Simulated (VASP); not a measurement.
# Ag (Fm-3m) in VASP: single point with LDA

Aim: the single point of Ag with LDA.

Everything below comes from runs of VASP 6.6.1. Logs are shortened: lines on timing, memory, paths and dates and some standing lists are left out, and cuts for length are marked.

**1. The cell of the first run**

Symmetry: Fm-3m, No. 225, cubic system. Conventional cell: a = 4.086 Å, b = 4.086 Å, c = 4.086 Å, α = 90.00°, β = 90.00°, γ = 90.00°. Ag (site symmetry m-3m) has 12 Ag at 2.89 Å within 3.8 Å.

**2. Single point, LDA**

The input, INCAR:

```
PREC     = Accurate       # precision mode
ENCUT    = 500            # plane-wave cutoff, eV
EDIFF    = 1E-6           # SCF threshold, eV
ISMEAR   = -1             # smearing method
SIGMA    = 0.05           # smearing width, eV
LREAL    = F              # projectors in reciprocal space
LASPH    = T              # aspherical terms in the spheres
NELM     = 120            # most SCF steps
ALGO     = Normal         # electronic algorithm
ISIF     = 2              # what is computed and relaxed
LWAVE    = F              # write WAVECAR
LCHARG   = F              # write CHGCAR
GGA      = CA             # functional
NBANDS   = 12             # bands
GGA_COMPAT= F
```

The input, KPOINTS:

```
regular mesh
0
Gamma
  10 10 10
```

The input, POSCAR:

```
Ag
1.0
    2.8888850000      0.0000000000      0.0000000000
    1.4444425000      2.5018477986      0.0000000000
    1.4444425000      0.8339492662      2.3587647252
Ag
1
Direct
    0.0000000000      0.0000000000      0.0000000000
```

Potentials or basis: VASP PAW LDA potentials, release 64 (Ag).

Launch:

```
cat potpaw_LDA.64/Ag/POTCAR > POTCAR
mpirun -np 1 vasp_std > vasp.out
```

OUTCAR:

```text
PREC = Accurate
   ENCUT = 500
   EDIFF = 1E-6
   ISMEAR = -1
   LREAL = F
   LASPH = T
   NELM = 120
   ISIF = 2
   GGA = CA

 ion  position               nearest neighbor table
   1  0.000  0.000  0.000-

  LATTYP: Found a face centered cubic cell.
 ALAT       =     4.0855003471

  Lattice vectors:

 A1 = (   2.8888850000,   0.0000000000,   0.0000000000)
 A2 = (   1.4444425000,   2.5018477986,   0.0000000000)
 A3 = (   1.4444425000,   0.8339492662,   2.3587647252)

Analysis of symmetry for initial positions (statically):
=====================================================================
 Subroutine PRICEL returns:
 Original cell was already a primitive cell.

 Routine SETGRP: Setting up the symmetry group for a
 face centered cubic supercell.

 Subroutine GETGRP returns: Found 48 space group operations
 (whereof 48 operations were pure point group operations)
 out of a pool of 48 trial point group operations.

The static configuration has the point symmetry O_h .

Analysis of symmetry for dynamics (positions and initial velocities):
=====================================================================
 Subroutine PRICEL returns:
 Original cell was already a primitive cell.

 Routine SETGRP: Setting up the symmetry group for a
 face centered cubic supercell.

 Subroutine GETGRP returns: Found 48 space group operations
 (whereof 48 operations were pure point group operations)
 out of a pool of 48 trial point group operations.

The dynamic configuration has the point symmetry O_h .

 Subroutine INISYM returns: Found 48 space group operations
 (whereof 48 operations are pure point group operations),
 and found     1 'primitive' translations

----------------------------------------------------------------------------------------

                                     Primitive cell

  volume of cell :      17.0481

  direct lattice vectors                    reciprocal lattice vectors
     2.888885000  0.000000000  0.000000000     0.346154312 -0.199852285 -0.141316906
     1.444442500  2.501847799  0.000000000     0.000000000  0.399704571 -0.141316906
     1.444442500  0.833949266  2.358764725     0.000000000  0.000000000  0.423950718

  length of vectors
     2.888885000  2.888885000  2.888885000     0.423950718  0.423950718  0.423950718

  position of ions in fractional coordinates (direct lattice)
     0.000000000  0.000000000  0.000000000

  ion indices of the primitive-cell ions
   primitive index   ion index
                 1           1

----------------------------------------------------------------------------------------

 KPOINTS: regular mesh

Automatic generation of k-mesh.
 Grid dimensions read from file:
 generate k-points for:   10   10   10

 Generating k-lattice:

  Cartesian coordinates                     Fractional coordinates (reciprocal lattice)
     0.034615431 -0.019985229 -0.014131691     0.100000000 -0.000000000 -0.000000000
     0.000000000  0.039970457 -0.014131691     0.000000000  0.100000000  0.000000000
     0.000000000  0.000000000  0.042395072     0.000000000  0.000000000  0.100000000

  Length of vectors
     0.042395072  0.042395072  0.042395072

  Shift w.r.t. Gamma in fractional coordinates (k-lattice)
     0.000000000  0.000000000  0.000000000

 Subroutine IBZKPT returns following result:
 ===========================================

 Found     47 irreducible k-points:

 Following reciprocal coordinates:
            Coordinates               Weight
  0.000000  0.000000  0.000000      1.000000
  0.100000  0.000000  0.000000      8.000000
  0.200000  0.000000  0.000000      8.000000
  0.300000  0.000000  0.000000      8.000000
  0.400000  0.000000  0.000000      8.000000
  0.500000  0.000000  0.000000      4.000000
[... 16 lines left out ...]
  0.300000  0.300000  0.000000      6.000000
  0.400000  0.300000  0.000000     24.000000
 [... further k-points ...]
   k-points           NKPTS =     47   k-points in BZ     NKDIM =     47   number of bands    NBANDS=     12
   number of dos      NEDOS =    301   number of ions     NIONS =      1
   total plane-waves  NPLWV =  13824
   dimension x,y,z NGX =    24 NGY =   24 NGZ =   24
   dimension x,y,z NGXF=    48 NGYF=   48 NGZF=   48
   ions per type =               1
   NGX,Y,Z   is equivalent  to a cutoff of  13.81, 13.81, 13.81 a.u.
   NGXF,Y,Z  is equivalent  to a cutoff of  27.62, 27.62, 27.62 a.u.
 SYSTEM =  unknown system
   PREC   = accura    normal or accurate (medium, high low for compatibility)
   ISTART =      0    job   : 0-new  1-cont  2-samecut
   ICHARG =      2    charge: 1-file 2-atom 10-const
   ISPIN  =      1    spin polarized calculation?
   LNONCOLLINEAR =      F non collinear calculations
   LSORBIT =      F    spin-orbit coupling
   LASPH  =      T    aspherical Exc in radial PAW
   ENCUT  =  500.0 eV  36.75 Ry    6.06 a.u.   5.27  5.27  5.27*2*pi/ulx,y,z
   NELM   =    120;   NELMIN=  2; NELMDL= -5     # of ELM steps
   EDIFF  = 0.1E-05   stopping-criterion for ELM
   LREAL  =      F    real-space projection
   EDIFFG = 0.1E-04   stopping-criterion for IOM
   NSW    =      0    number of steps for IOM
   IBRION =     -1    ionic relax: 0-MD 1-quasi-New 2-CG
   NFREE  =      0    steps in history (QN), initial steepest desc. (CG)
   ISIF   =      2    stress and relaxation
   ISYM   =      2    0-nonsym 1-usesym 2-fastsym
   POTIM  = 0.5000    time-step for ionic-motion
   TEBEG  =    0.0;   TEEND  =   0.0 temperature during run
   PSTRESS=    0.0 pullay stress
   NELECT =      11.0000    total number of electrons
   NUPDOWN=      -1.0000    fix difference up-down
   EMIN   =  10.00;   EMAX   =-10.00  energy-range for DOS
   EFERMI =   0.00;   METHOD = LEGACY
   ISMEAR =    -1;   SIGMA  =   0.05  broadening in eV -4-tet -1-fermi 0-gaus
   EFERMI_NEDOS =   21; number of points for ismear=-14 and -15
   IALGO  =     38    algorithm
   IMIX   =      4    mixing-type and parameters
     AMIX     =   0.40;   BMIX     =  1.00
     AMIX_MAG =   1.60;   BMIX_MAG =  1.00
  volume/ion in A,a.u.               =      17.05       115.05
  Fermi-wavevector in a.u.,A,eV,Ry     =   1.414644  2.673289 27.228216  2.001217
  Thomas-Fermi vector in A             =   2.536165
   LORBIT       =      0    0 simple, 1 ext, 2 COOP (PROOUT), +10 PAW based schemes
   GGA     = CA    functional components
   LHFCALC =     F    Hartree Fock is set to
   AEXX    =    0.0000 exact exchange contribution
   IVDW    =     0    specifies the selected vdW correction
   LEPSILON=     F    determine dielectric tensor
   LRPA    =     F    only Hartree local field effects (RPA)
 non-spin polarized calculation
  energy-cutoff  :      500.00
  volume of cell :       17.05
 maximum number of plane-waves:       444
 NGX is ok and might be reduce to    24
   NGX = 11   NGY = 11   NGZ = 11

 number of electron      10.9999999 magnetization

 Free energy of the ion-electron system (eV)
  ---------------------------------------------------
  ext. energy  EPLUGINS =         0.00000000
  ---------------------------------------------------
  free energy    TOTEN  =        -3.74523733 eV

  energy without entropy =       -3.74258580  energy(sigma->0) =       -3.74391156

 E-fermi :   8.0970     XC(G=0): -12.5836

 val. band max:        7.8684527643   @ k =   0.5000   0.2000   0.1000
 cond. band min:       8.1919684136   @ k =   0.5000   0.3000   0.1000
 fundamental gap:      0.3235156493
 Fermi energy:         8.0969907053

 k-point     1 :       0.0000    0.0000    0.0000
  band No.  band energies     occupation
      1       0.3198      2.00000
      2       3.3797      2.00000
      3       3.3797      2.00000
      4       3.3797      2.00000
      5       4.4350      2.00000
      6       4.4350      2.00000
      7      24.1696      0.00000
      8      27.6728      0.00000
      9      27.6728      0.00000
     10      27.6728      0.00000
     11      32.6915      0.00000
     12      33.6717      0.00000

 k-point     2 :       0.1000    0.0000    0.0000
  band No.  band energies     occupation
      1       0.6274      2.00000
      2       3.3142      2.00000
      3       3.4617      2.00000
      4       3.4617      2.00000
      5       4.4070      2.00000
      6       4.4070      2.00000
      7      24.0730      0.00000
      8      25.6976      0.00000
      9      27.7925      0.00000
     10      27.7925      0.00000
     11      32.0066      0.00000
     12      33.2361      0.00000

 k-point     3 :       0.2000    0.0000    0.0000
  band No.  band energies     occupation
      1       1.3936      2.00000
      2       3.3163      2.00000
      3       3.5867      2.00000
      4       3.5867      2.00000
      5       4.4428      2.00000
      6       4.4428      2.00000
      7      21.1883      0.00000
      8      25.0014      0.00000
      9      27.8851      0.00000
     10      27.8851      0.00000
     11      30.8485      0.00000
     12      31.9618      0.00000
[... 286 lines left out ...]
 k-point    23 :       0.3000    0.3000    0.0000
  band No.  band energies     occupation
      1       2.1948      2.00000
      2       2.3495      2.00000
      3       4.5866      2.00000
      4       4.5866      2.00000
      5       4.9324      2.00000
      6       5.1629      2.00000
      7      21.4199      0.00000
      8      21.4199      0.00000
      9      21.8752      0.00000
     10      25.0523      0.00000
     11      25.6029      0.00000
     12      36.7094      0.00000

 k-point    24 :       0.4000    0.3000    0.0000
  band No.  band energies     occupation
      1       2.1349      2.00000
      2       2.2752      2.00000
      3       4.4892      2.00000
      4       4.6566      2.00000
      5       5.1943      2.00000
      6       6.8957      2.00000
      7      18.6020      0.00000
      8      19.7856      0.00000
      9      20.6029      0.00000
     10      25.1734      0.00000
     11      27.2104      0.00000
     12      36.5908      0.00000

 [... further k-points ...]
[... 5 lines left out ...]
  --------------------------------------------------------------------------------------
  -------------------------------------------------------------------------------------
  Total       -0.7224358     -0.7224358     -0.7224358     -0.0000000      0.0000000     -0.0000000
  in kB      -67.8944198    -67.8944198    -67.8944198     -0.0000000      0.0000000     -0.0000000
  external PRESSURE =     -67.8944198 kB  Pullay stress =       0.0000000 kB

 VOLUME and BASIS-vectors are now :
 -----------------------------------------------------------------------------
  energy-cutoff  :      500.00
  volume of cell :       17.05
      direct lattice vectors                 reciprocal lattice vectors
     2.888885000  0.000000000  0.000000000     0.346154312 -0.199852285 -0.141316906
     1.444442500  2.501847799  0.000000000     0.000000000  0.399704571 -0.141316906
     1.444442500  0.833949266  2.358764725     0.000000000  0.000000000  0.423950718

 POSITION                                       TOTAL-FORCE (eV/Angst)
 -----------------------------------------------------------------------------------
      0.00000      0.00000      0.00000         0.000000      0.000000      0.000000
 -----------------------------------------------------------------------------------
    total drift:                               -0.000000     -0.000000     -0.000000

  FREE ENERGIE OF THE ION-ELECTRON SYSTEM (eV)
  ---------------------------------------------------
  free  energy   TOTEN  =        -3.7452373307 eV

  energy  without entropy=       -3.7425857984  energy(sigma->0) =       -3.74391156
```

Wall time 4 s (1 thread of Intel Xeon Platinum 8488C (Sapphire Rapids), shared host); peak memory 0.13 GiB.

What came out:

| Item | Value |
| --- | --- |
| Free energy | -3.7452 eV |
| Pressure | -6.8 GPa |

Levels at points of the mesh, in eV from the Fermi level:
```
           k point  band 3  band 4  band 5  band 6  band 7  band 8  band 9  band 10
(0.00, 0.00, 0.00)   -4.72   -4.72   -3.66   -3.66   16.07   19.58   19.58    19.58
(0.50, 0.00, 0.00)   -4.74   -2.86   -2.86   -0.38    3.62   15.33   17.77    17.77
(0.50, 0.50, 0.00)   -2.89   -2.65   -2.65    1.59    6.76   10.61   10.61    17.30
```
